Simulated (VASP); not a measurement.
Set up this calculation in VASP 6.6.1, as the native input.

```
Task                   : single point
Functional             : PBE
Potentials or basis    : VASP PAW PBE potentials, release 64 (B, P)
Cutoff                 : 520 eV
k mesh                 : 10 × 10 × 10
Occupations            : gaussian, width 0.02 eV
Spin                   : no spin polarisation
Dipole correction      : no
Further INCAR settings : ALGO = Normal; EDIFF = 1e-07; NBANDS = 11
```

The structure of BP lies in POSCAR:

```
BP
1.0
    0.0000000000      2.2741675664      2.2741675664
    2.2741675664      0.0000000000      2.2741675664
    2.2741675664      2.2741675664      0.0000000000
B P
1 1
Direct
    0.5000000000      0.5000000000      0.5000000000
    0.7500000000      0.7500000000      0.7500000000
```

These files were run (other wordings do the same):

INCAR

```
  ALGO = Normal
  EDIFF = 1E-7
  ENCUT = 520
  GGA = PE
  ISIF = 2
  ISMEAR = 0
  LASPH = True
  LCHARG = False
  LREAL = False
  LWAVE = False
  NBANDS = 11
  NELM = 100
  PREC = Accurate
  SIGMA = 0.02
```

KPOINTS

```
k-points
0
Gamma
  10 10 10
```

Potentials or basis: VASP PAW PBE potentials, release 64 (B, P).

Command:

```sh
$ cat potpaw_PBE.64/B/POTCAR potpaw_PBE.64/P/POTCAR > POTCAR
$ mpirun -np 1 vasp_std > vasp.out
```

Results of the run:

| Quantity | Value |
| --- | --- |
| Pressure | -0.2 GPa |
| Band gap on the k mesh | 1.25 eV, indirect (least direct gap 3.39 eV) |

It took 12 s on 1 thread of Intel Xeon 8259CL (shared host), peak memory 0.13 GiB.
